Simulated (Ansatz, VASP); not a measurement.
**MgB2 in VASP and in Ansatz**

```xyz
3
Lattice="3.0374 0.0000 0.0000 -1.5187 2.6304 0.0000 0.0000 0.0000 3.2255" Properties=species:S:1:pos:R:3 pbc="T T T"
Mg    0.0000    0.0000    0.0000
B     0.0000    1.7536    1.6127
B     1.5187    0.8768    1.6127
```

Alike in both runs: task single point; functional r2SCAN; k mesh 6 × 6 × 6; occupations gaussian, width 0.1 eV; no spin polarisation.

|  | VASP | Ansatz |
| --- | --- | --- |
| version | VASP 6.6.1 | Ansatz 0.2.0 |
| potentials or method | VASP PAW PBE potentials, release 64 (Mg, B), cutoff 520 eV | scalar-relativistic, plane waves, PAW |
| valence electrons in the cell | 8 | 16 |

```csv
,VASP,Ansatz,Ansatz less VASP
gap on the k mesh at the Fermi level (eV),none,none,-
pressure (GPa),16.1,16.5,+0.40
"traceless stress, the component that is largest in VASP (GPa)",10.63,10.83,+0.201
```

VASP's potentials were made for PBE, not for r2SCAN. A gap of «none» marks a metal or a gap that the smearing closes. VASP's potentials hold 8 valence electrons a cell and Ansatz's 16, so a difference there can come from the potentials and not from the codes.

The k mesh is coarse, so the values compare programs but aren't converged.
